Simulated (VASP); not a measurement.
A run of VASP 6.6.1 is set up as follows.

Contents of INCAR:

```
PREC = Accurate
ENCUT = 520
EDIFF = 1E-7
ISMEAR = -1
SIGMA = 0.02
LREAL = False
LASPH = True
NELM = 80
ALGO = Normal
ISIF = 2
LWAVE = False
LCHARG = False
GGA = PE
NBANDS = 21
```

KPOINTS

```
Automatic mesh
0
Gamma
  6 6 4
```

Contents of POSCAR:

```
MgGeSb2
1.0
    4.4209054471      0.0000000000      0.0000000000
    0.0000000000      4.4209054471      0.0000000000
    0.0000000000      0.0000000000      6.4452405137
Mg Sb Ge
1 2 1
Direct
    0.0000000000      0.0000000000      0.0000000000
    0.0000000000      0.5000000000      0.2589925260
    0.5000000000      0.0000000000      0.7410074740
    0.5000000000      0.5000000000      0.5000000000
```

Potentials or basis: VASP PAW PBE potentials, release 64 (Mg, Sb, Ge_d).

Run with:

```console
$ cat potpaw_PBE.64/Mg/POTCAR potpaw_PBE.64/Sb/POTCAR potpaw_PBE.64/Ge_d/POTCAR > POTCAR
$ mpirun -np 1 vasp_std > vasp.out
```

Task: Predict the band gap on the k mesh.

Result: Zero (bands 13 and 14 overlap by 0.27 eV).

Task: What does it give for the pressure?

Result: 1.3 GPa.

Stress tensor (GPa, compression positive):
```
1.27 0.00 0.00
0.00 1.27 0.00
0.00 0.00 1.42
```

Caveat: spin-orbit coupling is left out, which moves the levels of the heavy elements.
